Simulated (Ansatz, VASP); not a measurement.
## InP in VASP and in Ansatz

INCAR

```
PREC = Accurate
ENCUT = 500
EDIFF = 1E-6
ISMEAR = 0
SIGMA = 0.01
LREAL = False
LASPH = True
NELM = 120
ALGO = Normal
ISIF = 2
LWAVE = False
LCHARG = True
GGA = PE
IVDW = 12
LELF = True
LVHAR = True
NBANDS = 16
GGA_COMPAT = False
```

File KPOINTS:

```
regular mesh
0
Gamma
  6 6 6
```

POSCAR

```
InP
1.0
    0.0000000000      2.9537876370      2.9537876370
    2.9537876370      0.0000000000      2.9537876370
    2.9537876370      2.9537876370      0.0000000000
In P
1 1
Direct
    0.0000000000      0.0000000000      0.0000000000
    0.2500000000      0.2500000000      0.2500000000
```

Input for Ansatz:

```yaml
crystal:
  lattice:
    - [0.0, 2.953787637, 2.953787637]
    - [2.953787637, 0.0, 2.953787637]
    - [2.953787637, 2.953787637, 0.0]
  atoms:
    - { symbol: In, position: [0.0, 0.0, 0.0] }
    - { symbol: P, position: [0.25, 0.25, 0.25] }
kpoints:
  mp_grid: { grid: [6, 6, 6] }
hamiltonian:
  xc: pbe
  dispersion: d3bj
scf:
  occupations: { method: fixed }
  n_extra_bands: 4
output:
  forces: true
  stress: true
  eigenvalues: true
```

Alike in both runs: task single point; functional PBE; dispersion D3(BJ); k mesh 6 × 6 × 6; no spin polarisation.

|  | VASP | Ansatz |
| --- | --- | --- |
| version | VASP 6.6.1 | Ansatz 0.2.0 |
| potentials or method | VASP PAW PBE potentials, release 64 (In_d, P) | plane waves |
| plane-wave cutoff (eV) | 500 | 420 |
| occupations | gaussian, width 0.01 eV | fixed |
| valence electrons in the cell | 18 | 18 |

|  | VASP | Ansatz | Ansatz less VASP |
| --- | --- | --- | --- |
| gap on the k mesh at the Fermi level (eV) | 0.58 | 0.58 | +0.003 |
| pressure (GPa) | -0.5 | -0.5 | +0.05 |
